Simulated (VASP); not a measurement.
Input of a VASP 6.6.1 run:

File INCAR:

```
PREC = Accurate
ENCUT = 520
EDIFF = 1E-6
ISMEAR = 0
SIGMA = 0.15
LREAL = F
LASPH = T
NELM = 60
ALGO = Fast
ISIF = 2
LWAVE = F
LCHARG = F
GGA = PS
NBANDS = 12
```

KPOINTS

```
Automatic mesh
0
Gamma
  20 20 20
```

POSCAR

```
Ag
1.0
   -1.7384367000      1.7384367000      1.5728713000
    1.7384367000     -1.7384367000      1.5728713000
    1.7384367000      1.7384367000     -1.5728713000
Ag
1
Direct
    0.0000000000      0.0000000000      0.0000000000
```

Potentials or basis: VASP PAW PBE potentials, release 64 (Ag).

Launch:

```sh
$ cat potpaw_PBE.64/Ag/POTCAR > POTCAR
$ mpirun -np 1 vasp_std > vasp.out
```

Task: Predict the pressure.

Result: -10.1 GPa.

Stress tensor (GPa, compression positive):
```
-10.01   0.00   0.00
  0.00 -10.01   0.00
  0.00   0.00 -10.29
```

Caveat: the cell differs from its parent crystal (strain +0.050 along x and y, -0.050 along z); the PAW data sets were made with another functional, which shifts forces and pressure a little.
